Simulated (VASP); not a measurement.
Write the native input for VASP 6.6.1 that does the following.

- Task: relaxation of cell and atoms
- Functional: r2SCAN
- Potentials or basis: VASP PAW PBE potentials, release 64 (Ni)
- Cutoff: 600 eV
- k mesh: 20 × 20 × 20
- Occupations: gaussian, width 0.1 eV
- Spin: collinear spin, ferromagnetic start
- Starting moments: [0.88] μB
- Dipole correction: no
- Further INCAR settings: ALGO = Normal; EDIFF = 1e-07; IBRION = 2; EDIFFG = -0.005; NSW = 100; ISIF = 3

Crystal: Ni.

```
Ni
1.0
     0.00000    1.73781    1.73781
     1.73781    0.00000    1.73781
     1.73781    1.73781    0.00000
Ni
1
Direct
  0.00000 0.00000 0.00000
```

The input as run:

POSCAR

```
Ni
1.0
    0.0000000000      1.7378148000      1.7378148000
    1.7378148000      0.0000000000      1.7378148000
    1.7378148000      1.7378148000      0.0000000000
Ni
1
Direct
    0.0000000000      0.0000000000      0.0000000000
```

INCAR.step1

```
  PREC = Accurate
  ENCUT = 600
  ISMEAR = 0
  SIGMA = 0.1
  LREAL = F
  LASPH = T
  NELM = 150
  ISPIN = 2
  MAGMOM = 0.88
  LMAXMIX = 4
  GGA = PE
  ALGO = Normal
  EDIFF = 1E-4
  LWAVE = T
  LCHARG = F
```

INCAR.step2

```
  PREC = Accurate
  ENCUT = 600
  EDIFF = 1E-7
  ISMEAR = 0
  SIGMA = 0.1
  LREAL = F
  LASPH = T
  NELM = 150
  ALGO = Normal
  ISIF = 3
  LWAVE = F
  LCHARG = F
  ISPIN = 2
  MAGMOM = 0.88
  LORBIT = 11
  LMAXMIX = 4
  METAGGA = R2SCAN
  LMIXTAU = T
  IBRION = 2
  NSW = 100
  EDIFFG = -0.005
  ISTART = 1
```

KPOINTS

```
Automatic mesh
0
Gamma
  20 20 20
```

Potentials or basis: VASP PAW PBE potentials, release 64 (Ni).

Command:

```sh
$ cat potpaw_PBE.64/Ni/POTCAR > POTCAR
$ cp INCAR.step1 INCAR
$ mpirun -np 1 vasp_std > vasp.out
$ cp INCAR.step2 INCAR
$ mpirun -np 1 vasp_std > vasp.out
```

It gave:

```yaml
Relaxed_volume: 10.53 Å³/atom
Relaxed_cell: a = 2.460 Å, b = 2.460 Å, c = 2.460 Å, α = 60.00°, β = 60.00°, γ = 60.00°
Space_group_after_relaxing_to_0.1_Å: Fm-3m (No. 225)
Energy_gained_by_relaxing: 0.1 meV/atom
Ionic_steps: 3
Pressure_after_relaxing: -0.1 GPa
Net_moment: 0.72 μB per cell
Site_moments: Ni +0.74 μB
Valence_electrons_inside_the_program's_atomic_spheres: Ni 9.40
```

Caveat: the PAW data sets were made with another functional, which shifts forces and pressure a little.

Run time: 6.6 min on 1 thread of Intel(R) Xeon(R) Platinum 8488C (Sapphire Rapids), with other jobs on the host, peak memory 0.18 GiB.
